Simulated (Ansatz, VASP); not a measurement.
**Two plane-wave programs on CaSe**

INCAR

```
PREC = Accurate
ENCUT = 500
EDIFF = 1E-6
ISMEAR = -1
SIGMA = 0.02
LREAL = F
LASPH = T
NELM = 120
ALGO = Normal
ISIF = 2
LWAVE = F
LCHARG = T
GGA = PE
LELF = T
LVHAR = T
NBANDS = 15
GGA_COMPAT = F
```

Contents of KPOINTS:

```
regular mesh
0
Gamma
  8 8 8
```

Contents of POSCAR:

```
CaSe
1.0
    0.0625160730      3.0300511847      3.0300511847
    3.0300511847      0.0625160730      3.0300511847
    3.0300511847      3.0300511847      0.0625160730
Ca Se
1 1
Direct
    0.0000000000      0.0000000000      0.0000000000
    0.5000000000      0.5000000000      0.5000000000
```

Input for Ansatz:

```yaml
crystal:
  lattice:
    - [0.062516073, 3.0300511847, 3.0300511847]
    - [3.0300511847, 0.062516073, 3.0300511847]
    - [3.0300511847, 3.0300511847, 0.062516073]
  atoms:
    - { symbol: Ca, position: [0.0, 0.0, 0.0] }
    - { symbol: Se, position: [0.5, 0.5, 0.5] }
kpoints:
  mp_grid: { grid: [8, 8, 8] }
  band_path:
    path:
      - [0.0, 0.0, 0.0]
      - [0.5, 0.0, 0.5]
      - [0.625, 0.25, 0.625]
      - [0.375, 0.375, 0.75]
      - [0.5, 0.5, 0.5]
      - [0.5, 0.25, 0.75]
      - [0.0, 0.5, 0.5]
    npoints: 1
hamiltonian:
  xc: pbe
scf:
  occupations: { method: fermi_dirac, width: 0.02 }
  n_extra_bands: 4
output:
  forces: true
  stress: true
  eigenvalues: true
```

Change from the starting cell: shear_111 strain +3.2%.

Alike in both runs: task single point; functional PBE; k mesh 8 × 8 × 8; occupations fermi-dirac, width 0.02 eV; no spin polarisation.

|  | VASP | Ansatz |
| --- | --- | --- |
| version | VASP 6.6.1 | Ansatz 0.2.0 |
| potentials or method | VASP PAW PBE potentials, release 64 (Ca_sv, Se) | plane waves, PAW |
| plane-wave cutoff (eV) | 500 | 420 |
| valence electrons in the cell | 16 | 26 |

|  | VASP | Ansatz | Ansatz less VASP |
| --- | --- | --- | --- |
| gap on the k mesh at the Fermi level (eV) | 2.05 | 2.06 | +0.008 |
| pressure (GPa) | -0.8 | -0.9 | -0.15 |
| traceless stress, the component that is largest in VASP (GPa) | -0.58 | -0.58 | -0.002 |

The functional is the same, so the differences come from potentials, cutoffs and numerics. VASP's potentials hold 16 valence electrons a cell and Ansatz's 26, so a difference there can come from the potentials and not from the codes.
